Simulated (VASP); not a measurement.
Runs of VASP 6.6.1 on Y. The structure is that of space group Fm-3m (No. 225), or close to it. The cells are those of the table. 

| task | cell | k mesh | cutoff (eV) | gap on the mesh (eV) | pressure (GPa) |
| --- | --- | --- | --- | --- | --- |
| relaxation of cell and atoms | relaxed from a = 3.601 Å, angles 60.0°, 1 atom | 11 × 11 × 11 | 600 | none | 0.0 |
| single point | a = 3.523 Å, angles 60.0°, 1 atom | 11 × 11 × 11 | 520 | none | (a) |
| single point | a = 3.426 Å, angles 60.0°, 1 atom | 12 × 12 × 12 | 520 | none | 3.8 |
| single point | a = 3.376 Å, angles 60.0°, 1 atom | 12 × 12 × 12 | 520 | none | 6.3 |
| single point | a = 3.658 Å, angles 60.0°, 1 atom | 12 × 12 × 12 | 520 | none | -3.9 |

Alike in all rows: level PBEsol; potentials or basis VASP PAW PBE potentials, release 64 (Y_sv); no spin polarisation; smearing fermi-dirac 0.1 eV.

Fill in the values left out.

(a) -0.1.

Caveats: the PAW data sets were made with another functional, which shifts forces and pressure a little.

A k mesh can miss the band edges, and the runs leave out spin-orbit coupling on Y.

A gap of «none» marks levels without a gap at the run's occupations.
